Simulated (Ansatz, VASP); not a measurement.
**One calculation of NaF, two programs**

```xyz
2
Lattice="0.0000 2.3423 2.3423 2.3423 0.0000 2.3423 2.3423 2.3423 0.0000" Properties=species:S:1:pos:R:3 pbc="T T T"
Na    0.0000    0.0000    0.0000
F     2.3423    2.3423    2.3423
```

Alike in both runs: task single point; functional r2SCAN; k mesh 8 × 8 × 8; no spin polarisation.

```csv
,VASP,Ansatz
version,VASP 6.6.1,Ansatz 0.2.0
potentials or method,"VASP PAW PBE potentials, release 64 (Na_pv, F)","plane waves, PAW"
plane-wave cutoff (eV),520,500
occupations,"gaussian, width 0.01 eV",fixed
valence electrons in the cell,14,16
```

|  | VASP | Ansatz | Ansatz less VASP |
| --- | --- | --- | --- |
| gap on the k mesh at the Fermi level (eV) | 6.99 | 6.96 | -0.035 |
| pressure (GPa) | -3.3 | -2.8 | +0.54 |

VASP's potentials were made for PBE, not for r2SCAN. VASP's potentials hold 14 valence electrons a cell and Ansatz's 16, so a difference there can come from the potentials and not from the codes.
